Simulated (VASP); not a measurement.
Tl2Sn2H5, 9 atoms in the cell. Symmetry: P6/mmm, No. 191, hexagonal system. The conventional cell has a = 5.422 Å, b = 5.422 Å, c = 5.943 Å, α = 90.00°, β = 90.00°, γ = 120.00°. Tl (site symmetry -6m2) has 8 H at 2.97 to 3.36 Å and 3 Tl at 3.13 Å and 3 Sn at 3.13 Å within 3.9 Å. Sn (site symmetry 6/mmm) has 12 H at 2.71 to 3.13 Å and 2 Sn at 2.97 Å within 3.6 Å. Sn (site symmetry 6/mmm) has 2 Sn at 2.97 Å and 6 Tl at 3.13 Å and 12 H at 4.02 Å within 4.1 Å. Within 2.1 Å of H (site symmetry mmm) lie 2 H at 1.57 Å. H (site symmetry -6m2) has 3 H at 1.57 Å within 2.1 Å. The cell was generated, and may not be a known phase.

| Property | Result |
| --- | --- |
| Program | VASP 6.6.1 |
| Task | single point |
| Functional | PBE |
| Potentials or basis | VASP PAW PBE potentials, release 64 (Tl_d, Sn_d, H) |
| Cutoff | 520 eV |
| k mesh | 6 × 6 × 4 |
| Occupations | gaussian, width 0.1 eV |
| Spin | no spin polarisation |
| Dipole correction | no |
| Further INCAR settings | ALGO = Normal; EDIFF = 1e-06; NBANDS = 40 |

Potentials or basis: VASP PAW PBE potentials, release 64 (Tl_d, Sn_d, H).

Run with:

```sh
$ cat potpaw_PBE.64/Tl_d/POTCAR potpaw_PBE.64/Sn_d/POTCAR potpaw_PBE.64/H/POTCAR > POTCAR
$ mpirun -np 1 vasp_std > vasp.out
```

Hardware: 1 thread of AMD EPYC 9R45 96-Core Processor (Zen 5), on a shared host.

Estimate the wall time of this run.

Run time: 54 s on 1 thread of AMD EPYC 9R45 96-Core Processor (Zen 5) (shared host), peak memory 0.29 GiB. Counts: scf iterations 13, k points 21.
